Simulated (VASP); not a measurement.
# CoO (R-3m) in VASP: notebook, part 3 of 3

VASP 6.6.1. Earlier steps stand in the parts before.

### Step 5. Single point, PBEsol, collinear spin, ferromagnetic start (volume scaled by 0.98)

The input, INCAR:

```
SYSTEM = CoO
PREC     = Accurate       ! precision mode
ENCUT    = 520            ! plane-wave cutoff, eV
EDIFF    = 1E-6           ! SCF threshold, eV
ISMEAR   = -1             ! smearing method
SIGMA    = 0.05           ! smearing width, eV
LREAL    = .False.        ! projectors in reciprocal space
LASPH    = .True.         ! aspherical terms in the spheres
NELM     = 150            ! most SCF steps
ALGO     = Normal         ! electronic algorithm
ISIF     = 2              ! what is computed and relaxed
LWAVE    = .False.        ! write WAVECAR
LCHARG   = .True.         ! write CHGCAR
ISPIN    = 2              ! spin polarisation
MAGMOM   = 2 0            ! initial moments
LORBIT   = 11             ! projections on sites
LMAXMIX  = 4              ! l up to which the mixer works
GGA      = PS             ! functional
LELF     = .True.         ! ELF
LVHAR    = .True.       
NBANDS   = 18             ! bands
```

The input, KPOINTS:

```
Automatic mesh
0
Gamma
  11 11 11
  0 0 0
```

The input, POSCAR:

```
CoO
1.0
    1.4953654176      0.8633496264      2.4235510644
   -1.4953654176      0.8633496264      2.4235510644
    0.0000000000     -1.7266992528      2.4235510644
Co O
1 1
Direct
    0.0000000000      0.0000000000      0.0000000000
    0.5000000000      0.5000000000      0.5000000000
```

Potentials or basis: VASP PAW PBE potentials, release 64 (Co, O).

Launch:

```sh
$ cat potpaw_PBE.64/Co/POTCAR potpaw_PBE.64/O/POTCAR > POTCAR
$ mpirun -np 1 vasp_std > vasp.out
```

OUTCAR:

```text
SYSTEM = CoO
   PREC = Accurate
   ENCUT = 520
   EDIFF = 1E-6
   ISMEAR = -1
   LREAL = .False.
   LASPH = .True.
   NELM = 150
   ISIF = 2
   ISPIN = 2
   LORBIT = 11
   GGA = PS

 ion  position               nearest neighbor table
   1  0.000  0.000  0.000-   2 2.11   2 2.11   2 2.11   2 2.11   2 2.11   2 2.11
   2  0.500  0.500  0.500-   1 2.11   1 2.11   1 2.11   1 2.11   1 2.11   1 2.11

  LATTYP: Found a trigonal (rhomboedric) cell.
 ALAT       =     2.9757503375
 COS(alpha) =     0.4949531368

  Lattice vectors:

 A1 = (   1.4953654176,   0.8633496264,   2.4235510644)
 A2 = (  -1.4953654176,   0.8633496264,   2.4235510644)
 A3 = (   0.0000000000,  -1.7266992528,   2.4235510644)

Analysis of symmetry for initial positions (statically):
=====================================================================
 Subroutine PRICEL returns:
 Original cell was already a primitive cell.

 Routine SETGRP: Setting up the symmetry group for a
 trigonal (rhombohedral) supercell.

 Subroutine GETGRP returns: Found 12 space group operations
 (whereof 12 operations were pure point group operations)
 out of a pool of 12 trial point group operations.

The static configuration has the point symmetry D_3d.

Analysis of symmetry for dynamics (positions and initial velocities):
=====================================================================
 Subroutine PRICEL returns:
 Original cell was already a primitive cell.

 Routine SETGRP: Setting up the symmetry group for a
 trigonal (rhombohedral) supercell.

 Subroutine GETGRP returns: Found 12 space group operations
 (whereof 12 operations were pure point group operations)
 out of a pool of 12 trial point group operations.

The dynamic configuration has the point symmetry D_3d.

Analysis of structural, dynamic, and magnetic symmetry:
=====================================================================
 Subroutine PRICEL returns:
 Original cell was already a primitive cell.

 Routine SETGRP: Setting up the symmetry group for a
[... 149 lines left out ...]
  ---------------------------------------------------
  free energy    TOTEN  =       -13.99113482 eV

  energy without entropy =      -13.95880067  energy(sigma->0) =      -13.97496774

 E-fermi :   8.2360     XC(G=0): -12.8284

 val. band max:        8.2356863915   @ k =  -0.4545   0.1818   0.1818
 cond. band min:       8.2368486534   @ k =   0.4545   0.2727   0.1818
 fundamental gap:      0.0011622619
 Fermi energy:         8.2360166072

 spin component 1

 k-point     1 :       0.0000    0.0000    0.0000
  band No.  band energies     occupation
      1     -12.2658      1.00000
      2       4.8659      1.00000
      3       4.8659      1.00000
      4       4.9154      1.00000
      5       4.9558      1.00000
      6       4.9558      1.00000
[... 493 lines left out ...]
     17      36.1839      0.00000
     18      37.9544      0.00000

 [... further k-points ...]

 spin component 2

 k-point     1 :       0.0000    0.0000    0.0000
  band No.  band energies     occupation
      1     -11.7511      1.00000
      2       5.4492      1.00000
      3       5.4492      1.00000
      4       5.5040      1.00000
      5       7.0550      1.00000
      6       7.0550      1.00000
[... 493 lines left out ...]
     17      36.7947      0.00000
     18      38.5705      0.00000

 [... further k-points ...]

------------------------ aborting loop because EDIFF is reached ----------------------------------------

  FORCE on cell =-STRESS in cart. coord.  units (eV):
  Direction    XX          YY          ZZ          XY          YZ          ZX
  --------------------------------------------------------------------------------------
  -------------------------------------------------------------------------------------
  Total       -0.7768829     -0.7768829     -0.8227541      0.0000000      0.0000000      0.0000000
  in kB      -66.3023105    -66.3023105    -70.2171437      0.0000000      0.0000000      0.0000000
  external PRESSURE =     -67.6072549 kB  Pullay stress =       0.0000000 kB

 VOLUME and BASIS-vectors are now :
 -----------------------------------------------------------------------------
  energy-cutoff  :      520.00
  volume of cell :       18.77
      direct lattice vectors                 reciprocal lattice vectors
     1.495365418  0.863349626  2.423551064     0.334366433  0.193046550  0.137539224
    -1.495365418  0.863349626  2.423551064    -0.334366433  0.193046550  0.137539224
     0.000000000 -1.726699253  2.423551064     0.000000000 -0.386093100  0.137539224

 POSITION                                       TOTAL-FORCE (eV/Angst)
 -----------------------------------------------------------------------------------
      0.00000      0.00000      0.00000        -0.000000     -0.000000      0.000000
      0.00000      0.00000      3.63533         0.000000      0.000000      0.000000
 -----------------------------------------------------------------------------------
    total drift:                               -0.000000      0.000000     -0.000000

  FREE ENERGIE OF THE ION-ELECTRON SYSTEM (eV)
  ---------------------------------------------------
  free  energy   TOTEN  =       -13.9911348204 eV

  energy  without entropy=      -13.9588006678  energy(sigma->0) =      -13.97496774

 total charge

# of ion       s       p       d       tot
------------------------------------------
    1        0.305   0.381   7.169   7.854
    2        1.551   3.412   0.000   4.963
--------------------------------------------------
tot          1.856   3.792   7.169  12.817

 magnetization (x)

# of ion       s       p       d       tot
------------------------------------------
    1        0.020   0.018   2.474   2.512
    2        0.030   0.269   0.000   0.299
--------------------------------------------------
tot          0.050   0.288   2.474   2.812
```

OSZICAR:

```text
N       E                     dE             d eps       ncg     rms          rms(c)
DAV:   1     0.733589417061E+02    0.73359E+02   -0.65767E+03 11104   0.960E+02
DAV:   2    -0.117442344829E+02   -0.85103E+02   -0.73704E+02 10966   0.219E+02
DAV:   3    -0.162364800104E+02   -0.44922E+01   -0.43619E+01 12342   0.535E+01
DAV:   4    -0.162805729940E+02   -0.44093E-01   -0.44055E-01 12794   0.505E+00
DAV:   5    -0.162815646379E+02   -0.99164E-03   -0.99148E-03 13022   0.755E-01    0.162E+01
DAV:   6    -0.152867450271E+02    0.99482E+00   -0.15628E+01 13238   0.604E+01    0.190E+01
DAV:   7    -0.140836129007E+02    0.12031E+01   -0.64693E+00 12902   0.458E+01    0.795E+00
DAV:   8    -0.140068456914E+02    0.76767E-01   -0.33919E-01 15162   0.903E+00    0.423E+00
DAV:   9    -0.139951023776E+02    0.11743E-01   -0.19177E-01 15540   0.738E+00    0.261E+00
DAV:  10    -0.139957257979E+02   -0.62342E-03   -0.41882E-02 15558   0.371E+00    0.109E+00
DAV:  11    -0.139912577827E+02    0.44680E-02   -0.37681E-02 15120   0.325E+00    0.351E-01
DAV:  12    -0.139911822920E+02    0.75491E-04   -0.32351E-03 13590   0.641E-01    0.990E-02
DAV:  13    -0.139911526611E+02    0.29631E-04   -0.18734E-04 12580   0.111E-01    0.773E-02
DAV:  14    -0.139911340774E+02    0.18584E-04   -0.40787E-05 16060   0.832E-02    0.181E-02
DAV:  15    -0.139911348204E+02   -0.74297E-06   -0.33362E-06 13466   0.211E-02
   1 F= -.13991135E+02 E0= -.13974968E+02  d E =-.323342E-01  mag=     2.8623
```

It took 87 s on 1 thread of Intel Xeon Platinum 8259CL at 2.50GHz (Skylake/Cascade Lake), shared host; peak memory 0.21 GiB.

What came out:

```yaml
Free_energy: -13.9911 eV
Pressure: -6.8 GPa
Net_moment: 2.86 μB per cell
Site_moments: Co +2.51; O +0.30 μB
Valence_electrons_inside_the_program's_atomic_spheres: Co 7.85; O 4.96
```

Levels at points of the mesh, in eV from the Fermi level:
Spin up:
```tsv
k point	band 7	band 8	band 9	band 10	band 11	band 12
(0.00, 0.00, 0.00)	-3.17	-3.17	-3.13	0.99	16.65	18.07
```
Spin down:
```
           k point  band 3  band 4  band 5  band 6  band 7  band 8  band 9  band 10
(0.00, 0.00, 0.00)   -2.79   -2.73   -1.18   -1.18   -1.15   -0.18   -0.18     1.54
```

Caveat: the PAW data sets were made with another functional, which shifts forces and pressure a little; a cell with one magnetic atom can't hold antiferromagnetic order, which such compounds often take; semilocal functionals often make such compounds metallic where correlation or magnetic order opens a gap, which also shifts bond lengths.

### Step 6. Summary

```csv
level,potentials or basis,cell,gap on the mesh (eV),pressure (GPa),moment (μB)
LDA,"VASP PAW LDA potentials, release 64 (Co, O)","a = 2.955 Å, angles 60.3°, 2 atoms",none,-16.0,2.38
PBEsol,"VASP PAW PBE potentials, release 64 (Co, O)","a = 2.955 Å, angles 60.3°, 2 atoms",none,-3.0,2.81
LDA,"VASP PAW LDA potentials, release 64 (Co, O)","a = 2.976 Å, angles 60.3°, 2 atoms",none,-18.0,2.53
PBEsol,"VASP PAW PBE potentials, release 64 (Co, O)","a = 2.976 Å, angles 60.3°, 2 atoms",none,-6.8,2.86
```

Alike in all rows: task single point; spin collinear, ferromagnetic start; k mesh 11 × 11 × 11; cutoff (eV) 520; smearing fermi-dirac 0.05 eV.

Caveats: a cell with one magnetic atom can't hold antiferromagnetic order, which such compounds often take; semilocal functionals often make such compounds metallic where correlation or magnetic order opens a gap, which also shifts bond lengths; the PAW data sets were made with another functional, which shifts forces and pressure a little (some runs).

Total energies depend on the potentials used, so only differences within one code and one set of settings carry meaning.
